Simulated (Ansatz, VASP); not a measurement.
**Two plane-wave programs on Hg3IrN2**

Contents of INCAR:

```
SYSTEM = Hg3IrN2
PREC = Accurate
ENCUT = 700
EDIFF = 1E-6
ISMEAR = 0
SIGMA = 0.1
LREAL = .False.
LASPH = .True.
NELM = 120
ALGO = Normal
ISIF = 2
LWAVE = .False.
LCHARG = .True.
GGA = PE
LELF = .True.
LVHAR = .True.
NBANDS = 52
GGA_COMPAT = .False.
```

File KPOINTS:

```
Automatic mesh
0
Gamma
  6 6 10
  0 0 0
```

Contents of POSCAR:

```
Hg3IrN2
1.0
    3.2789379692     -6.6731761659      0.0000000000
    3.2789379692      6.6731761659      0.0000000000
    0.0000000000      0.0000000000      3.0633550222
Hg Ir N
3 1 2
Direct
    0.2401194297      0.7598805703      0.0000000000
    0.7598805703      0.2401194297      0.0000000000
    0.5000000000      0.5000000000      0.0000000000
    0.0000000000      0.0000000000      0.5000000000
    0.1843642794      0.1843642794      0.0000000000
    0.8156357206      0.8156357206      0.0000000000
```

Input for Ansatz:

```yaml
crystal:
  lattice:
    - [3.2789379692, -6.6731761659, 0.0]
    - [3.2789379692, 6.6731761659, 0.0]
    - [0.0, 0.0, 3.0633550222]
  atoms:
    - { symbol: Hg, position: [0.2401194297, 0.7598805703, 0.0] }
    - { symbol: Hg, position: [0.7598805703, 0.2401194297, 0.0] }
    - { symbol: Hg, position: [0.5, 0.5, 0.0] }
    - { symbol: Ir, position: [0.0, 0.0, 0.5] }
    - { symbol: "N", position: [0.1843642794, 0.1843642794, 0.0] }
    - { symbol: "N", position: [0.8156357206, 0.8156357206, 0.0] }
basis:
  ecutwfc: 420
kpoints:
  mp_grid: { grid: [6, 6, 10] }
  band_path:
    path:
      - [[0.0, 0.0, 0.0], [-0.5, 0.5, 0.0], [-0.31035889, 0.68964111, 0.0]]
      - [[0.31035889, 0.31035889, 0.0], [0.0, 0.0, 0.0], [0.0, 0.0, 0.5], [0.31035889, 0.31035889, 0.5]]
      - [[-0.31035889, 0.68964111, 0.5], [-0.5, 0.5, 0.5], [-0.5, 0.5, 0.0]]
      - [[0.0, 0.0, 0.0], [0.0, 0.5, 0.0], [0.0, 0.5, 0.5], [0.0, 0.0, 0.5], [-0.5, 0.5, 0.5]]
    npoints: 14
hamiltonian:
  xc: pbe
scf:
  occupations: { method: gaussian, width: 0.1 }
  n_extra_bands: 15
output:
  forces: true
  stress: true
  eigenvalues: true
  populations: true
  dos: { projected: true, de: 0.02, nscf_kmesh: { grid: [8, 8, 12] } }
  bader: true
  write_density: true
  write_potential: true
  elf: true
  volumetric_format: npy
```

Alike in both runs: task single point; functional PBE; k mesh 6 × 6 × 10; occupations gaussian, width 0.1 eV; no spin polarisation.

|  | VASP | Ansatz |
| --- | --- | --- |
| version | VASP 6.6.1 | Ansatz 0.2.0 |
| potentials or method | VASP PAW PBE potentials, release 64 (Hg_sv_GW, Ir_sv_GW, N), cutoff 700 eV | scalar-relativistic, plane waves, PAW |
| valence electrons in the cell | 87 | 87 |

VASP gave:

| Property | Result |
| --- | --- |
| gap on the k mesh at the Fermi level (eV) | none |
| pressure (GPa) | -0.2 |

Question: Estimate Ansatz's values.

Answer: gap on the k mesh at the Fermi level (eV): none; pressure (GPa): 0.0.

A gap of «none» marks a metal or a gap that the smearing closes. With one functional, cell and mesh, what is left measures potentials, basis and numerics.

Spin-orbit coupling is off throughout.
